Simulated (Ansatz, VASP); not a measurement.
## Co in VASP and in Ansatz

```
Co
1.0
     4.39861    0.00000    0.00000
     0.00000    4.39861    0.00000
     0.00000    0.00000    4.39861
Co
8
Direct
  0.50000 0.50000 0.50000
  0.00000 0.00000 0.00000
  0.25000 0.00000 0.50000
  0.50000 0.25000 0.00000
  0.50000 0.75000 0.00000
  0.75000 0.00000 0.50000
  0.00000 0.50000 0.75000
  0.00000 0.50000 0.25000
```

Alike in both runs: functional PBEsol; k mesh 4 × 4 × 4; occupations gaussian, width 0.1 eV; collinear spin.

Ansatz relaxed the structure, and its values are those at the end. VASP's run is a single point on that final structure, the one shown.

```csv
,VASP,Ansatz
version,VASP 6.6.1,Ansatz 0.2.0
potentials or method,"VASP PAW PBE potentials, release 64 (Co_sv), cutoff 690 eV","scalar-relativistic, plane waves, PAW"
valence electrons in the cell,136,136
```

VASP gave:

- gap on the k mesh at the Fermi level (eV): none
- pressure (GPa): -1.1
- net moment per atom (μB): 1.68
- size of the moment on the site where the two differ most (μB): 1.65

Problem. Estimate Ansatz's values.

Solution. gap on the k mesh at the Fermi level (eV): none; pressure (GPa): 0.1; net moment per atom (μB): 1.68; size of the moment on the site where the two differ most (μB): 1.66.

VASP's potentials were made for PBE, not for PBEsol. Site moments also hang on the region over which each program counts them. A gap of «none» marks a metal or a gap that the smearing closes. With one functional, cell and mesh, what is left measures potentials, basis and numerics.
